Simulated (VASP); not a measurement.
Wanted: the native input for a VASP 6.6.1 run.

| Property | Result |
| --- | --- |
| Task | single point |
| Functional | r2SCAN |
| Potentials or basis | VASP PAW PBE potentials, release 64 (Zn, Cu) |
| Cutoff | 520 eV |
| k mesh | 18 × 18 × 8 |
| Occupations | gaussian, width 0.1 eV |
| Spin | no spin polarisation |
| Dipole correction | no |
| Further INCAR settings | ALGO = Normal; EDIFF = 1e-07; NBANDS = 24 |

Crystal: ZnCu2.

```
CELL_PARAMETERS angstrom
2.58383 0.00000 0.00000
-1.29191 2.23766 0.00000
0.00000 0.00000 6.29337
ATOMIC_POSITIONS crystal
Zn 0.00000 0.00000 0.00000
Cu 0.33333 0.66667 0.66214
Cu 0.66667 0.33333 0.33786
```

One way to write it, as run:

POSCAR

```
ZnCu2
1.0
    2.5838256049      0.0000000000      0.0000000000
   -1.2919128025      2.2376586128      0.0000000000
    0.0000000000      0.0000000000      6.2933738000
Zn Cu
1 2
Direct
    0.0000000000      0.0000000000      0.0000000000
    0.3333333333      0.6666666667      0.6621414900
    0.6666666667      0.3333333333      0.3378585100
```

INCAR.step1

```
SYSTEM = ZnCu2
ALGO = Normal
EDIFF = 1E-4
ENCUT = 520
GGA = PE
ISMEAR = 0
LASPH = .True.
LCHARG = .False.
LREAL = .False.
LWAVE = .True.
NBANDS = 24
NELM = 100
PREC = Accurate
SIGMA = 0.1
```

INCAR.step2

```
SYSTEM = ZnCu2
ALGO = Normal
EDIFF = 1E-7
ENCUT = 520
ISIF = 2
ISMEAR = 0
ISTART = 1
LASPH = .True.
LCHARG = .False.
LMIXTAU = .True.
LREAL = .False.
LWAVE = .False.
METAGGA = R2SCAN
NBANDS = 24
NELM = 100
PREC = Accurate
SIGMA = 0.1
```

KPOINTS

```
k-points
0
Gamma
  18 18 8
  0 0 0
```

Potentials or basis: VASP PAW PBE potentials, release 64 (Zn, Cu).

Command:

```console
$ cat potpaw_PBE.64/Zn/POTCAR potpaw_PBE.64/Cu/POTCAR > POTCAR
$ cp INCAR.step1 INCAR
$ mpirun -np 1 vasp_std > vasp.out
$ cp INCAR.step2 INCAR
$ mpirun -np 1 vasp_std > vasp.out
```

Results of the run:

```
Pressure               : 0.7 GPa
Largest force          : 0.010 eV/Å
Band gap on the k mesh : zero (band 17 reaches 8.50 eV, above the bottom of band 18 at 4.11 eV)
```

Caveat: the PAW data sets were made with another functional, which shifts forces and pressure a little.

It took 7.7 min on 1 thread of Intel(R) Xeon(R) 6975P-C (Granite Rapids), on a shared host, peak memory 0.33 GiB.
